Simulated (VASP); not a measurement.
# Pt (Cmcm) in VASP: a series of runs

The runs below take Pt through single point, with PBE.

All numbers are computed with VASP 6.6.1; they aren't measurements. Logs are shortened: lines on timing, memory, paths and dates and some standing lists are left out, and cuts for length are marked.

### Step 1. The cell of the first run

The structure is orthorhombic, space group Cmcm (No. 63). Conventional cell: a = 3.034 Å, b = 5.017 Å, c = 4.781 Å, α = 90.00°, β = 90.00°, γ = 90.00°. Pt (site symmetry m2m) has 12 Pt at 2.92 to 3.03 Å within 3.8 Å.

### Step 2. Single point, PBE (normal strain along x +0.1000, normal strain along y +0.0500)

Input file INCAR:

```
SYSTEM = Pt
PREC = Accurate
ENCUT = 520
EDIFF = 1E-6
ISMEAR = 0
SIGMA = 0.15
LREAL = .FALSE.
LASPH = .TRUE.
NELM = 100
ALGO = Fast
ISIF = 2
LWAVE = .FALSE.
LCHARG = .FALSE.
GGA = PE
NBANDS = 17
```

Input file KPOINTS:

```
Automatic mesh
0
G
  18 18 10
  0 0 0
```

Input file POSCAR:

```
Pt
1.0
    3.0343935762      0.0000000000      0.0000000000
   -1.5171967881      2.5084136529      0.0000000000
    0.0000000000      0.0000000000      4.7813829983
Pt
2
Direct
    0.6666666667      0.3333333333      0.7500000000
    0.3333333333      0.6666666667      0.2500000000
```

Potentials or basis: VASP PAW PBE potentials, release 64 (Pt).

Run with:

```sh
cat potpaw_PBE.64/Pt/POTCAR > POTCAR
mpirun -np 1 vasp_std > vasp.out
```

OUTCAR:

```text
SYSTEM = Pt
   PREC = Accurate
   ENCUT = 520
   EDIFF = 1E-6
   ISMEAR = 0
   LREAL = .FALSE.
   LASPH = .TRUE.
   NELM = 100
   ISIF = 2
   GGA = PE

 ion  position               nearest neighbor table
   1  0.667  0.333  0.750-   2 2.92   2 2.92   2 2.95   2 2.95   2 2.95   2 2.95
   2  0.333  0.667  0.250-   1 2.92   1 2.92   1 2.95   1 2.95   1 2.95   1 2.95

  Warning from LATTYP: Monoclinic adjustment (A1->A3, A2->A1, A3->A2)!
  LATTYP: Found a base centered orthorhombic cell.
 ALAT       =     3.0343935762
 B/A-ratio  =     1.6533212254
 C/A-ratio  =     1.5757293437

  Lattice vectors:

 A1 = (   1.5171967881,  -2.5084136529,   0.0000000000)
 A2 = (   1.5171967881,   2.5084136529,   0.0000000000)
 A3 = (   0.0000000000,   0.0000000000,   4.7813829983)

Analysis of symmetry for initial positions (statically):
=====================================================================
 Subroutine PRICEL returns:
 Original cell was already a primitive cell.

 Routine SETGRP: Setting up the symmetry group for a
 base centered orthorhombic supercell.

 Subroutine GETGRP returns: Found  8 space group operations
 (whereof  4 operations were pure point group operations)
 out of a pool of  8 trial point group operations.

The static configuration has the point symmetry C_2h.
 The point group associated with its full space group is D_2h.

Analysis of symmetry for dynamics (positions and initial velocities):
=====================================================================
 Subroutine PRICEL returns:
 Original cell was already a primitive cell.

 Routine SETGRP: Setting up the symmetry group for a
 base centered orthorhombic supercell.

 Subroutine GETGRP returns: Found  8 space group operations
 (whereof  4 operations were pure point group operations)
 out of a pool of  8 trial point group operations.

The dynamic configuration has the point symmetry C_2h.
 The point group associated with its full space group is D_2h.

 Subroutine INISYM returns: Found  8 space group operations
 (whereof  4 operations are pure point group operations),
 and found     1 'primitive' translations

----------------------------------------------------------------------------------------

                                     Primitive cell

  volume of cell :      36.3936

  direct lattice vectors                    reciprocal lattice vectors
     3.034393576  0.000000000  0.000000000     0.329555140  0.199329165  0.000000000
    -1.517196788  2.508413653  0.000000000     0.000000000  0.398658331  0.000000000
     0.000000000  0.000000000  4.781382998     0.000000000  0.000000000  0.209144509

  length of vectors
     3.034393576  2.931556779  4.781382998     0.385147643  0.398658331  0.209144509

  position of ions in fractional coordinates (direct lattice)
     0.666666667  0.333333333  0.750000000
     0.333333333  0.666666667  0.250000000

  ion indices of the primitive-cell ions
   primitive index   ion index
                 1           1
                 2           2

----------------------------------------------------------------------------------------

 KPOINTS: Automatic mesh

Automatic generation of k-mesh.
 Grid dimensions read from file:
 generate k-points for:   18   18   10

 Generating k-lattice:

  Cartesian coordinates                     Fractional coordinates (reciprocal lattice)
     0.018308619  0.011073843  0.000000000     0.055555556  0.000000000  0.000000000
     0.000000000  0.022147685  0.000000000     0.000000000  0.055555556  0.000000000
     0.000000000  0.000000000  0.020914451     0.000000000  0.000000000  0.100000000

  Length of vectors
     0.021397091  0.022147685  0.020914451

  Shift w.r.t. Gamma in fractional coordinates (k-lattice)
     0.000000000  0.000000000  0.000000000

 Subroutine IBZKPT returns following result:
 ===========================================

 Found    546 irreducible k-points:

 Following reciprocal coordinates:
            Coordinates               Weight
  0.000000  0.000000  0.000000      1.000000
  0.055556 -0.000000  0.000000      4.000000
  0.111111 -0.000000  0.000000      4.000000
  0.166667 -0.000000  0.000000      4.000000
  0.222222 -0.000000  0.000000      4.000000
  0.277778 -0.000000  0.000000      4.000000
[... 16 lines left out ...]
 -0.333333  0.055556  0.000000      4.000000
 -0.277778  0.055556  0.000000      4.000000
 [... further k-points ...]
   k-points           NKPTS =    546   k-points in BZ     NKDIM =    546   number of bands    NBANDS=     17
   number of dos      NEDOS =    301   number of ions     NIONS =      2
   total plane-waves  NPLWV =  20736
   dimension x,y,z NGX =    24 NGY =   24 NGZ =   36
   dimension x,y,z NGXF=    48 NGYF=   48 NGZF=   72
   ions per type =               2
   NGX,Y,Z   is equivalent  to a cutoff of  13.15, 13.61, 12.52 a.u.
   NGXF,Y,Z  is equivalent  to a cutoff of  26.30, 27.22, 25.03 a.u.
 SYSTEM =  Pt
   PREC   = accura    normal or accurate (medium, high low for compatibility)
   ISTART =      0    job   : 0-new  1-cont  2-samecut
   ICHARG =      2    charge: 1-file 2-atom 10-const
   ISPIN  =      1    spin polarized calculation?
   LNONCOLLINEAR =      F non collinear calculations
   LSORBIT =      F    spin-orbit coupling
   LASPH  =      T    aspherical Exc in radial PAW
   ENCUT  =  520.0 eV  38.22 Ry    6.18 a.u.   5.64  5.45  8.89*2*pi/ulx,y,z
   NELM   =    100;   NELMIN=  2; NELMDL= -5     # of ELM steps
   EDIFF  = 0.1E-05   stopping-criterion for ELM
   LREAL  =      F    real-space projection
   EDIFFG = 0.1E-04   stopping-criterion for IOM
   NSW    =      0    number of steps for IOM
   IBRION =     -1    ionic relax: 0-MD 1-quasi-New 2-CG
   NFREE  =      0    steps in history (QN), initial steepest desc. (CG)
   ISIF   =      2    stress and relaxation
   ISYM   =      2    0-nonsym 1-usesym 2-fastsym
   POTIM  = 0.5000    time-step for ionic-motion
   TEBEG  =    0.0;   TEEND  =   0.0 temperature during run
   PSTRESS=    0.0 pullay stress
   NELECT =      20.0000    total number of electrons
   NUPDOWN=      -1.0000    fix difference up-down
   EMIN   =  10.00;   EMAX   =-10.00  energy-range for DOS
   EFERMI =   0.00;   METHOD = LEGACY
   ISMEAR =     0;   SIGMA  =   0.15  broadening in eV -4-tet -1-fermi 0-gaus
   EFERMI_NEDOS =   21; number of points for ismear=-14 and -15
   IALGO  =     68    algorithm
   IMIX   =      4    mixing-type and parameters
     AMIX     =   0.40;   BMIX     =  1.00
     AMIX_MAG =   1.60;   BMIX_MAG =  1.00
  volume/ion in A,a.u.               =      18.20       122.80
  Fermi-wavevector in a.u.,A,eV,Ry     =   1.340942  2.534013 24.464979  1.798125
  Thomas-Fermi vector in A             =   2.469215
   LORBIT       =      0    0 simple, 1 ext, 2 COOP (PROOUT), +10 PAW based schemes
   GGA     = PE    functional components
   LHFCALC =     F    Hartree Fock is set to
   AEXX    =    0.0000 exact exchange contribution
   IVDW    =     0    specifies the selected vdW correction
   LEPSILON=     F    determine dielectric tensor
   LRPA    =     F    only Hartree local field effects (RPA)
 non-spin polarized calculation
 RMM-DIIS sequential band-by-band and
 Gauss-broadening in eV      SIGMA  =   0.15
  energy-cutoff  :      520.00
  volume of cell :       36.39
 maximum number of plane-waves:      1003
   NGX = 11   NGY = 11   NGZ = 17

 number of electron      20.0000004 magnetization

 Free energy of the ion-electron system (eV)
  ---------------------------------------------------
  ext. energy  EPLUGINS =         0.00000000
  ---------------------------------------------------
  free energy    TOTEN  =       -11.62927934 eV

  energy without entropy =      -11.56440579  energy(sigma->0) =      -11.59684256

 E-fermi :   8.0003     XC(G=0): -12.3814

 val. band max:        7.9995932861   @ k =   0.0000   0.4444   0.3000
 cond. band min:       8.0005463365   @ k =   0.1111   0.3889   0.5000
 fundamental gap:      0.0009530503
 Fermi energy:         8.0003430874

 k-point     1 :       0.0000    0.0000    0.0000
  band No.  band energies     occupation
      1      -0.2665      2.00000
      2       2.4705      2.00000
      3       5.0427      2.00000
      4       5.2896      2.00000
      5       5.4495      2.00000
      6       5.6518      2.00000
[... 9 lines left out ...]
     16      25.1906      0.00000
     17      25.9642      0.00000

 k-point     2 :       0.0556   -0.0000    0.0000
  band No.  band energies     occupation
      1      -0.1775      2.00000
      2       2.5432      2.00000
      3       4.9739      2.00000
      4       5.3603      2.00000
      5       5.4495      2.00000
      6       5.6983      2.00000
[... 9 lines left out ...]
     16      24.8718      0.00000
     17      25.8352      0.00000

 k-point     3 :       0.1111   -0.0000    0.0000
  band No.  band energies     occupation
      1       0.0842      2.00000
      2       2.7471      2.00000
      3       4.8328      2.00000
      4       5.3775      2.00000
      5       5.5780      2.00000
      6       5.8375      2.00000
[... 9 lines left out ...]
     16      25.1545      0.00000
     17      25.3184      0.00000

 k-point     4 :       0.1667   -0.0000    0.0000
  band No.  band energies     occupation
      1       0.5016      2.00000
      2       3.0295      2.00000
      3       4.6923      2.00000
      4       5.2928      2.00000
      5       5.3866      2.00000
      6       5.8531      2.00000
[... 9 lines left out ...]
     16      24.8012      0.00000
     17      25.3279      0.00000
[... 343 lines left out ...]
      1       2.4593      2.00000
      2       3.2564      2.00000
      3       3.8933      2.00000
      4       5.0517      2.00000
      5       5.3689      2.00000
      6       5.5357      2.00000
[... 9 lines left out ...]
     16      20.8701      0.00000
     17      22.2338      0.00000

 k-point    23 :      -0.3333    0.0556    0.0000
  band No.  band energies     occupation
      1       1.9678      2.00000
      2       3.3667      2.00000
      3       4.2173      2.00000
      4       4.7844      2.00000
      5       5.3062      2.00000
      6       5.4802      2.00000
[... 9 lines left out ...]
     16      22.7361      0.00000
     17      23.0693      0.00000

 k-point    24 :      -0.2778    0.0556    0.0000
  band No.  band energies     occupation
      1       1.3768      2.00000
      2       3.3845      2.00000
      3       4.5861      2.00000
      4       4.6345      2.00000
      5       5.2026      2.00000
      6       5.6062      2.00000
[... 9 lines left out ...]
     16      23.9530      0.00000
     17      24.6893      0.00000

 [... further k-points ...]

------------------------ aborting loop because EDIFF is reached ----------------------------------------

  FORCE on cell =-STRESS in cart. coord.  units (eV):
  Direction    XX          YY          ZZ          XY          YZ          ZX
  --------------------------------------------------------------------------------------
  -------------------------------------------------------------------------------------
  Total       -5.7232285     -5.5327407     -4.6865413      0.0000000     -0.0000000      0.0000000
  in kB     -251.9573720   -243.5714056   -206.3186233      0.0000000     -0.0000000      0.0000000
  external PRESSURE =    -233.9491336 kB  Pullay stress =       0.0000000 kB

 VOLUME and BASIS-vectors are now :
 -----------------------------------------------------------------------------
  energy-cutoff  :      520.00
  volume of cell :       36.39
      direct lattice vectors                 reciprocal lattice vectors
     3.034393576  0.000000000  0.000000000     0.329555140  0.199329165  0.000000000
    -1.517196788  2.508413653  0.000000000     0.000000000  0.398658331  0.000000000
     0.000000000  0.000000000  4.781382998     0.000000000  0.000000000  0.209144509

 POSITION                                       TOTAL-FORCE (eV/Angst)
 -----------------------------------------------------------------------------------
      1.51720      0.83614      3.58604        -0.000000      0.031789     -0.000000
     -0.00000      1.67228      1.19535         0.000000     -0.031789      0.000000
 -----------------------------------------------------------------------------------
    total drift:                               -0.000000      0.000000     -0.000000

  FREE ENERGIE OF THE ION-ELECTRON SYSTEM (eV)
  ---------------------------------------------------
  free  energy   TOTEN  =       -11.6292793391 eV

  energy  without entropy=      -11.5644057855  energy(sigma->0) =      -11.59684256
```

It took 8.4 min on 1 thread of Intel Xeon 8259CL, shared host; peak memory 0.35 GiB.

Results:

| Quantity | Value |
| --- | --- |
| Free energy | -11.6293 eV |
| Pressure | -23.4 GPa |
| Largest force | 0.032 eV/Å |
| Band gap on the k mesh | zero (bands 10 and 11 overlap by 0.88 eV) |

Forces in eV/Å, atoms in the order of the input:
```
Pt   0.000  0.032  0.000
Pt   0.000 -0.032  0.000
```

Levels at points of the mesh, in eV from the Fermi level:
```
           k point  band 7  band 8  band 9  band 10  band 11  band 12  band 13  band 14
(0.00, 0.00, 0.00)   -2.00   -1.86   -1.78    -0.26    -0.17     0.36     4.68    14.79
(0.50, 0.00, 0.00)   -2.21   -0.11    0.13     0.17     1.80     2.83     6.92     8.47
(0.00, 0.50, 0.00)   -1.89    0.03    0.10     0.27     2.04     3.19     7.34     8.85
(0.00, 0.00, 0.50)   -2.49   -2.49   -0.75    -0.75    -0.62    -0.62    12.44    12.44
(0.50, 0.00, 0.50)   -0.62   -0.62    0.06     0.06     1.67     1.67     5.11     5.11
(0.00, 0.50, 0.50)   -0.54   -0.54    0.17     0.17     1.96     1.96     5.63     5.63
```

Caveat: the cell differs from its parent crystal (normal strain along x +0.1000, normal strain along y +0.0500); the cell stands under tension; spin-orbit coupling is left out, which moves the levels of the heavy elements.

### Step 3. Single point, PBE (normal strain along x +0.0500, normal strain along y +0.1000)

Input file INCAR:

```
PREC = Accurate
ENCUT = 520
EDIFF = 1E-7
ISMEAR = 0
SIGMA = 0.15
LREAL = F
LASPH = T
NELM = 100
ALGO = Fast
ISIF = 2
LWAVE = F
LCHARG = F
GGA = PE
NBANDS = 17
```

Input file KPOINTS:

```
regular mesh
0
Gamma
  18 18 10
```

Input file POSCAR:

```
Pt
1.0
    2.8964665954      0.0000000000      0.0000000000
   -1.4482332978      2.6278619220      0.0000000000
    0.0000000000      0.0000000000      4.7813829983
Pt
2
Direct
    0.6666666667      0.3333333333      0.7500000000
    0.3333333333      0.6666666667      0.2500000000
```

Potentials or basis: VASP PAW PBE potentials, release 64 (Pt).

Run with:

```sh
cat potpaw_PBE.64/Pt/POTCAR > POTCAR
mpirun -np 1 vasp_std > vasp.out
```

Run time: 9.8 min. Hardware: 1 thread of Intel Xeon 8259CL, shared host; peak memory 0.35 GiB.

Results (log left out):

| Item | Value |
| --- | --- |
| Free energy | -11.6274 eV |
| Pressure | -23.4 GPa |
| Largest force | 0.021 eV/Å |
| Band gap on the k mesh | zero (bands 10 and 11 overlap by 0.93 eV) |

Forces on the atoms (eV/Å):
```
Pt   0.000 -0.021  0.000
Pt   0.000  0.021  0.000
```

Stress tensor (GPa, compression positive):
```
-23.77   0.00   0.00
  0.00 -25.67   0.00
  0.00   0.00 -20.66
```

Levels at points of the mesh, in eV from the Fermi level:
```csv
k point,band 7,band 8,band 9,band 10,band 11,band 12,band 13,band 14
"(0.00, 0.00, 0.00)",-2.00,-1.88,-1.76,-0.27,-0.16,0.36,4.68,14.76
"(0.50, 0.00, 0.00)",-2.00,-0.04,0.12,0.20,1.98,3.09,7.20,8.75
"(0.00, 0.50, 0.00)",-2.26,-0.11,0.14,0.19,1.69,2.67,6.78,8.33
"(0.00, 0.00, 0.50)",-2.49,-2.49,-0.75,-0.75,-0.61,-0.61,12.44,12.44
"(0.50, 0.00, 0.50)",-0.57,-0.57,0.12,0.12,1.86,1.86,5.46,5.46
"(0.00, 0.50, 0.50)",-0.64,-0.64,0.05,0.05,1.56,1.56,4.92,4.92
```

Caveat: the cell differs from its parent crystal (normal strain along x +0.0500, normal strain along y +0.1000); the cell stands under tension; spin-orbit coupling is left out, which moves the levels of the heavy elements.
